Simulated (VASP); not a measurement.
SrO:

```
Sr O
1.0
     0.00000    2.56630    2.56630
     2.56630    0.00000    2.56630
     2.56630    2.56630    0.00000
Sr O
1 1
Cartesian
  2.5663 2.5663 2.5663
  0.0000 0.0000 0.0000
```

- Program: VASP 6.6.1
- Task: relaxation of cell and atoms
- Functional: PBE
- Dispersion: D4
- Potentials or basis: VASP PAW PBE potentials, release 64 (Sr_sv, O)
- Cutoff: 600 eV
- k mesh: 9 × 9 × 9
- Occupations: fermi-dirac, width 0.05 eV
- Spin: no spin polarisation

At the start: pressure 2.0 GPa; volume 16.90 Å³/atom.

Task: How do energy, volume and symmetry change on relaxing?

Result: Over 3 steps the energy falls by 2.3 meV/atom and the volume is 17.28 Å³/atom (+2.2 %); space group Fm-3m (No. 225, to 0.05 Å).

The path:
```csv
step,energy change (eV),largest force (eV/Å),pressure (GPa),volume (Å³)
1,0.0000,0.0000,2.04,33.80
2,-0.0039,0.0000,-0.76,34.87
3,-0.0047,0.0000,0.01,34.56
```

Final structure:
```xyz
2
Lattice="0.0000 2.5852 2.5852 2.5852 0.0000 2.5852 2.5852 2.5852 0.0000" Properties=species:S:1:pos:R:3 pbc="T T T"
Sr    2.5852    2.5852    2.5852
O     0.0000    0.0000    0.0000
```
